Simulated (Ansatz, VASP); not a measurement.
## AlN in VASP and in Ansatz

File POSCAR:

```
AlN
1.0
    0.0000000000      2.1362439000      2.0853809500
    2.1362439000      0.0000000000      2.0853809500
    2.1362439000      2.1362439000      0.0000000000
Al N
1 1
Direct
    0.5000000000      0.5000000000      0.5000000000
    0.0000000000      0.0000000000      0.0000000000
```

INCAR.step1

```
SYSTEM = AlN
PREC = Accurate
ENCUT = 520
ISMEAR = 0
SIGMA = 0.05
LREAL = .False.
LASPH = .True.
NELM = 100
NBANDS = 11
GGA = PE
ALGO = Normal
EDIFF = 1E-4
LWAVE = .True.
LCHARG = .False.
```

The input INCAR.step2:

```
SYSTEM = AlN
PREC = Accurate
ENCUT = 520
EDIFF = 1E-7
ISMEAR = 0
SIGMA = 0.05
LREAL = .False.
LASPH = .True.
NELM = 100
ALGO = Normal
ISIF = 2
LWAVE = .False.
LCHARG = .False.
METAGGA = R2SCAN
LMIXTAU = .True.
NBANDS = 11
ISTART = 1
```

The input KPOINTS:

```
regular mesh
0
Gamma
  10 10 10
  0 0 0
```

Input for Ansatz:

```yaml
crystal:
  lattice:
    - [0.0, 2.1362439, 2.08538095]
    - [2.1362439, 0.0, 2.08538095]
    - [2.1362439, 2.1362439, 0.0]
  atoms:
    - { symbol: Al, position: [0.5, 0.5, 0.5] }
    - { symbol: "N", position: [0.0, 0.0, 0.0] }
basis:
  ecutwfc: 500
  xc_grid: 4
kpoints:
  mp_grid: { grid: [10, 10, 10] }
hamiltonian:
  xc: r2scan
scf:
  occupations: { method: gaussian, width: 0.05 }
  mixing: { preconditioner: kerker }
output:
  forces: true
  eigenvalues: true
  stress: true
```

Alike in both runs: task single point; functional r2SCAN; k mesh 10 × 10 × 10; occupations gaussian, width 0.05 eV; no spin polarisation.

```csv
,VASP,Ansatz
version,VASP 6.6.1,Ansatz 0.2.0
potentials or method,"VASP PAW PBE potentials, release 64 (Al, N), cutoff 520 eV","scalar-relativistic, plane waves, PAW"
valence electrons in the cell,8,8
```

```csv
,VASP,Ansatz,Ansatz less VASP
gap on the k mesh at the Fermi level (eV),3.96,3.96,-0.001
```

VASP's potentials were made for PBE, not for r2SCAN.
